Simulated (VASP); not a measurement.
# Ca (Immm) in VASP: notebook, part 2 of 2

VASP 6.6.1. Earlier steps stand in the parts before.

## Step 3: Single point, LDA (strain +0.0450 x Voigt [1, 0, 0, 0, 0, 0])

INCAR reads:

```
SYSTEM = Ca
PREC = Accurate
ENCUT = 520
EDIFF = 1E-6
ISMEAR = 0
SIGMA = 0.15
LREAL = .False.
LASPH = .True.
NELM = 100
ALGO = Normal
ISIF = 2
LWAVE = .False.
LCHARG = .False.
NBANDS = 11
```

KPOINTS reads:

```
Automatic mesh
0
Gamma
  16 16 16
  0 0 0
```

POSCAR reads:

```
Ca
1.0
   -2.1908293957      2.1017318100      2.4453524600
    2.1908293957     -2.1017318100      2.4453524600
    2.1908293957      2.1017318100     -2.4453524600
Ca
1
Direct
    0.5000000000      0.5000000000      0.0000000000
```

Potentials or basis: VASP PAW LDA potentials, release 64 (Ca_sv).

Started as:

```bash
$ cat potpaw_LDA.64/Ca_sv/POTCAR > POTCAR
$ mpirun -np 1 vasp_std > vasp.out
```

OUTCAR:

```text
SYSTEM = Ca
   PREC = Accurate
   ENCUT = 520
   EDIFF = 1E-6
   ISMEAR = 0
   LREAL = .False.
   LASPH = .True.
   NELM = 100
   ISIF = 2

 ion  position               nearest neighbor table
   1  0.500  0.500  0.000-

  LATTYP: Found a body centered orthorhombic cell.
 ALAT       =     4.2034636200
 B/A-ratio  =     1.0423924619
 C/A-ratio  =     1.1634940521

  Lattice vectors:

 A1 = (   2.1908293957,  -2.1017318100,  -2.4453524600)
 A2 = (  -2.1908293957,   2.1017318100,  -2.4453524600)
 A3 = (   2.1908293957,   2.1017318100,   2.4453524600)

Analysis of symmetry for initial positions (statically):
=====================================================================
 Subroutine PRICEL returns:
 Original cell was already a primitive cell.

 Routine SETGRP: Setting up the symmetry group for a
 body centered orthorhombic supercell.

 Subroutine GETGRP returns: Found  8 space group operations
 (whereof  8 operations were pure point group operations)
 out of a pool of  8 trial point group operations.

The static configuration has the point symmetry D_2h.

Analysis of symmetry for dynamics (positions and initial velocities):
=====================================================================
 Subroutine PRICEL returns:
 Original cell was already a primitive cell.

 Routine SETGRP: Setting up the symmetry group for a
 body centered orthorhombic supercell.

 Subroutine GETGRP returns: Found  8 space group operations
 (whereof  8 operations were pure point group operations)
 out of a pool of  8 trial point group operations.

The dynamic configuration has the point symmetry D_2h.

 Subroutine INISYM returns: Found  8 space group operations
 (whereof  8 operations are pure point group operations),
 and found     1 'primitive' translations

----------------------------------------------------------------------------------------

                                     Primitive cell

  volume of cell :      45.0389

  direct lattice vectors                    reciprocal lattice vectors
    -2.190829396  2.101731810  2.445352460     0.000000000  0.237899050  0.204469502
     2.190829396 -2.101731810  2.445352460     0.228224069  0.000000000  0.204469502
     2.190829396  2.101731810 -2.445352460     0.228224069  0.237899050  0.000000000

  length of vectors
     3.898302027  3.898302027  3.898302027     0.313693696  0.306421284  0.329669810

  position of ions in fractional coordinates (direct lattice)
     0.500000000  0.500000000  0.000000000

  ion indices of the primitive-cell ions
   primitive index   ion index
                 1           1

----------------------------------------------------------------------------------------

 KPOINTS: Automatic mesh

Automatic generation of k-mesh.
 Grid dimensions read from file:
 generate k-points for:   16   16   16

 Generating k-lattice:

  Cartesian coordinates                     Fractional coordinates (reciprocal lattice)
     0.000000000  0.014868691  0.012779344     0.062500000  0.000000000 -0.000000000
     0.014264004  0.000000000  0.012779344     0.000000000  0.062500000 -0.000000000
     0.014264004  0.014868691  0.000000000     0.000000000  0.000000000  0.062500000

  Length of vectors
     0.019605856  0.019151330  0.020604363

  Shift w.r.t. Gamma in fractional coordinates (k-lattice)
     0.000000000  0.000000000  0.000000000

 Subroutine IBZKPT returns following result:
 ===========================================

 Found    621 irreducible k-points:

 Following reciprocal coordinates:
            Coordinates               Weight
  0.000000  0.000000  0.000000      1.000000
  0.062500 -0.000000  0.000000      4.000000
  0.125000 -0.000000  0.000000      4.000000
  0.187500 -0.000000  0.000000      4.000000
  0.250000 -0.000000  0.000000      4.000000
  0.312500 -0.000000  0.000000      4.000000
[... 16 lines left out ...]
 -0.187500  0.062500 -0.000000      8.000000
 -0.125000  0.062500 -0.000000      8.000000
 [... further k-points ...]
   k-points           NKPTS =    621   k-points in BZ     NKDIM =    621   number of bands    NBANDS=     11
   number of dos      NEDOS =    301   number of ions     NIONS =      1
   total plane-waves  NPLWV =  27000
   dimension x,y,z NGX =    30 NGY =   30 NGZ =   30
   dimension x,y,z NGXF=    60 NGYF=   60 NGZF=   60
   ions per type =               1
   NGX,Y,Z   is equivalent  to a cutoff of  12.79, 12.79, 12.79 a.u.
   NGXF,Y,Z  is equivalent  to a cutoff of  25.59, 25.59, 25.59 a.u.
 SYSTEM =  Ca
   PREC   = accura    normal or accurate (medium, high low for compatibility)
   ISTART =      0    job   : 0-new  1-cont  2-samecut
   ICHARG =      2    charge: 1-file 2-atom 10-const
   ISPIN  =      1    spin polarized calculation?
   LNONCOLLINEAR =      F non collinear calculations
   LSORBIT =      F    spin-orbit coupling
   LASPH  =      T    aspherical Exc in radial PAW
   ENCUT  =  520.0 eV  38.22 Ry    6.18 a.u.   7.25  7.25  7.25*2*pi/ulx,y,z
   NELM   =    100;   NELMIN=  2; NELMDL= -5     # of ELM steps
   EDIFF  = 0.1E-05   stopping-criterion for ELM
   LREAL  =      F    real-space projection
   EDIFFG = 0.1E-04   stopping-criterion for IOM
   NSW    =      0    number of steps for IOM
   IBRION =     -1    ionic relax: 0-MD 1-quasi-New 2-CG
   NFREE  =      0    steps in history (QN), initial steepest desc. (CG)
   ISIF   =      2    stress and relaxation
   ISYM   =      2    0-nonsym 1-usesym 2-fastsym
   POTIM  = 0.5000    time-step for ionic-motion
   TEBEG  =    0.0;   TEEND  =   0.0 temperature during run
   PSTRESS=    0.0 pullay stress
   NELECT =      10.0000    total number of electrons
   NUPDOWN=      -1.0000    fix difference up-down
   EMIN   =  10.00;   EMAX   =-10.00  energy-range for DOS
   EFERMI =   0.00;   METHOD = LEGACY
   ISMEAR =     0;   SIGMA  =   0.15  broadening in eV -4-tet -1-fermi 0-gaus
   EFERMI_NEDOS =   21; number of points for ismear=-14 and -15
   IALGO  =     38    algorithm
   IMIX   =      4    mixing-type and parameters
     AMIX     =   0.40;   BMIX     =  1.00
     AMIX_MAG =   1.60;   BMIX_MAG =  1.00
  volume/ion in A,a.u.               =      45.04       303.94
  Fermi-wavevector in a.u.,A,eV,Ry     =   0.991317  1.873317 13.370563  0.982709
  Thomas-Fermi vector in A             =   2.123049
   LORBIT       =      0    0 simple, 1 ext, 2 COOP (PROOUT), +10 PAW based schemes
   GGA     = CA    functional components
   LHFCALC =     F    Hartree Fock is set to
   AEXX    =    0.0000 exact exchange contribution
   IVDW    =     0    specifies the selected vdW correction
   LEPSILON=     F    determine dielectric tensor
   LRPA    =     F    only Hartree local field effects (RPA)
 non-spin polarized calculation
 Gauss-broadening in eV      SIGMA  =   0.15
  energy-cutoff  :      520.00
  volume of cell :       45.04
 maximum number of plane-waves:      1234
 NGX is ok and might be reduce to    30
   NGX = 15   NGY = 15   NGZ = 15

 number of electron      10.0000000 magnetization

 Free energy of the ion-electron system (eV)
  ---------------------------------------------------
  ext. energy  EPLUGINS =         0.00000000
  ---------------------------------------------------
  free energy    TOTEN  =        -2.14055306 eV

  energy without entropy =       -2.12473264  energy(sigma->0) =       -2.13264285

 E-fermi :   1.5696     XC(G=0):  -7.7561

 val. band max:        1.5664005338   @ k =   0.4375  -0.4375   0.3125
 cond. band min:       1.5709952061   @ k =   0.2500   0.3750   0.0000
 fundamental gap:      0.0045946723
 Fermi energy:         1.5696382002

 k-point     1 :       0.0000    0.0000    0.0000
  band No.  band energies     occupation
      1     -40.1847      2.00000
      2     -21.4042      2.00000
      3     -21.4006      2.00000
      4     -21.3937      2.00000
      5      -2.3644      2.00000
      6       3.4330      0.00000
      7       3.6392      0.00000
      8       4.0272      0.00000
      9       4.2580      0.00000
     10       4.8816      0.00000
     11      10.8538      0.00000

 k-point     2 :       0.0625   -0.0000    0.0000
  band No.  band energies     occupation
      1     -40.1843      2.00000
      2     -21.4072      2.00000
      3     -21.4019      2.00000
      4     -21.3953      2.00000
      5      -2.2977      2.00000
      6       3.4478      0.00000
      7       3.6132      0.00000
      8       4.0215      0.00000
      9       4.2458      0.00000
     10       4.8508      0.00000
     11      10.9008      0.00000
[... 295 lines left out ...]
 k-point    24 :      -0.1250    0.0625   -0.0000
  band No.  band energies     occupation
      1     -40.1833      2.00000
      2     -21.4158      2.00000
      3     -21.4037      2.00000
      4     -21.3977      2.00000
      5      -2.1485      2.00000
      6       3.4065      0.00000
      7       3.6124      0.00000
      8       3.9625      0.00000
      9       4.3025      0.00000
     10       4.7768      0.00000
     11      11.0243      0.00000

 [... further k-points ...]
[... 5 lines left out ...]
  --------------------------------------------------------------------------------------
  -------------------------------------------------------------------------------------
  Total       -0.7617324     -0.6822396     -0.6565027      0.0000000      0.0000000      0.0000000
  in kB      -27.0972786    -24.2694630    -23.3539201      0.0000000      0.0000000      0.0000000
  external PRESSURE =     -24.9068872 kB  Pullay stress =       0.0000000 kB

 VOLUME and BASIS-vectors are now :
 -----------------------------------------------------------------------------
  energy-cutoff  :      520.00
  volume of cell :       45.04
      direct lattice vectors                 reciprocal lattice vectors
    -2.190829396  2.101731810  2.445352460     0.000000000  0.237899050  0.204469502
     2.190829396 -2.101731810  2.445352460     0.228224069  0.000000000  0.204469502
     2.190829396  2.101731810 -2.445352460     0.228224069  0.237899050  0.000000000

 POSITION                                       TOTAL-FORCE (eV/Angst)
 -----------------------------------------------------------------------------------
      0.00000      0.00000      2.44535         0.000000     -0.000000      0.000000
 -----------------------------------------------------------------------------------
    total drift:                                0.000000     -0.000000      0.000000

  FREE ENERGIE OF THE ION-ELECTRON SYSTEM (eV)
  ---------------------------------------------------
  free  energy   TOTEN  =        -2.1405530590 eV

  energy  without entropy=       -2.1247326394  energy(sigma->0) =       -2.13264285
```

OSZICAR:

```text
N       E                     dE             d eps       ncg     rms          rms(c)
DAV:   1     0.704629806835E+02    0.70463E+02   -0.52831E+03 13662   0.800E+02
DAV:   2     0.124421301643E+01   -0.69219E+02   -0.68596E+02 14892   0.218E+02
DAV:   3    -0.200434062775E+01   -0.32486E+01   -0.32134E+01 24562   0.393E+01
DAV:   4    -0.214927994443E+01   -0.14494E+00   -0.14455E+00 17358   0.495E+00
DAV:   5    -0.215071469420E+01   -0.14347E-02   -0.14345E-02 19214   0.581E-01    0.233E+00
DAV:   6    -0.214267907672E+01    0.80356E-02   -0.12418E-02 17082   0.120E+00    0.142E+00
DAV:   7    -0.214101150943E+01    0.16676E-02   -0.18311E-02 15847   0.157E+00    0.100E-01
DAV:   8    -0.214054768621E+01    0.46382E-03   -0.19445E-03 16049   0.416E-01    0.189E-02
DAV:   9    -0.214055220412E+01   -0.45179E-05   -0.85522E-05 17895   0.772E-02    0.631E-03
DAV:  10    -0.214055322802E+01   -0.10239E-05   -0.61397E-06 20388   0.194E-02    0.873E-04
DAV:  11    -0.214055305904E+01    0.16897E-06   -0.16446E-07  9633   0.392E-03
   1 F= -.21405531E+01 E0= -.21326428E+01  d E =-.158204E-01
```

Wall time 1.9 min (1 thread of Intel Xeon 6975P-C (Granite Rapids), shared host); peak memory 0.39 GiB.

What came out:

| Item | Value |
| --- | --- |
| Free energy | -2.1406 eV |
| Pressure | -2.5 GPa |
| Band gap on the k mesh | zero (band 5 reaches 1.83 eV, above the bottom of band 6 at 1.39 eV) |

Caveat: the cell differs from its parent crystal (strain +0.0450 x Voigt [1, 0, 0, 0, 0, 0]).

## Step 4: Single point, LDA (strain -0.0300 x Voigt [1, 0, 0, 0, 0, 0])

INCAR reads:

```
SYSTEM = Ca
ALGO     = Fast           ! electronic algorithm
EDIFF    = 1E-6           ! SCF threshold, eV
ENCUT    = 520            ! plane-wave cutoff, eV
ISIF     = 2              ! what is computed and relaxed
ISMEAR   = 0              ! smearing method
LASPH    = .True.         ! aspherical terms in the spheres
LCHARG   = .False.        ! write CHGCAR
LREAL    = .False.        ! projectors in reciprocal space
LWAVE    = .False.        ! write WAVECAR
NBANDS   = 11             ! bands
NELM     = 100            ! most SCF steps
PREC     = Accurate       ! precision mode
SIGMA    = 0.15           ! smearing width, eV
```

KPOINTS reads:

```
k-points
0
Gamma
  16 16 16
  0 0 0
```

POSCAR reads:

```
Ca
1.0
   -2.0335928362      2.1017318100      2.4453524600
    2.0335928362     -2.1017318100      2.4453524600
    2.0335928362      2.1017318100     -2.4453524600
Ca
1
Direct
    0.5000000000      0.5000000000      0.0000000000
```

Started as:

```bash
$ cat potpaw_LDA.64/Ca_sv/POTCAR > POTCAR
$ mpirun -np 1 vasp_std > vasp.out
```

It took 2.6 min on 1 thread of Intel Xeon Platinum 8488C (Sapphire Rapids), shared host; peak memory 0.37 GiB.

Results (log left out):

```yaml
Free_energy: -2.1840 eV
Pressure: -1.6 GPa
Band_gap_on_the_k_mesh: zero (band 5 reaches 2.08 eV, above the bottom of band 6 at 1.72 eV)
```

Stress tensor (GPa, compression positive):
```
-1.51  0.00  0.00
 0.00 -1.87  0.00
 0.00  0.00 -1.39
```

Levels at points of the mesh, in eV from the Fermi level:
| k point | band 3 | band 4 | band 5 | band 6 | band 7 | band 8 |
| --- | --- | --- | --- | --- | --- | --- |
| (0.00, 0.00, 0.00) | -22.78 | -22.77 | -4.06 | 1.97 | 2.16 | 2.72 |
| (0.50, 0.00, 0.00) | -22.82 | -22.77 | -1.07 | -0.13 | 1.72 | 2.59 |
| (0.00, 0.50, 0.00) | -22.82 | -22.78 | -0.98 | -0.01 | 1.51 | 2.70 |
| (0.50, 0.50, 0.00) | -22.83 | -22.80 | -0.71 | 0.47 | 0.74 | 3.67 |
| (0.50, 0.50, 0.50) | -22.87 | -22.86 | -0.20 | 0.21 | 2.34 | 3.97 |

Caveat: the cell differs from its parent crystal (strain -0.0300 x Voigt [1, 0, 0, 0, 0, 0]).

## Step 5: The runs side by side

```tsv
cell	gap on the mesh (eV)	pressure (GPa)
a = 3.863 Å, angles 113.2, 114.1, 101.5°, 1 atom	none	-2.2
a = 3.898 Å, angles 111.6, 114.7, 102.3°, 1 atom	none	-2.5
a = 3.812 Å, angles 115.5, 113.1, 100.2°, 1 atom	none	-1.6
```

Alike in all rows: task single point; level LDA; potentials or basis VASP PAW LDA potentials, release 64 (Ca_sv); no spin polarisation; k mesh 16 × 16 × 16; cutoff (eV) 520; smearing gaussian 0.15 eV.

Total energies depend on the potentials used, so only differences within one code and one set of settings carry meaning.
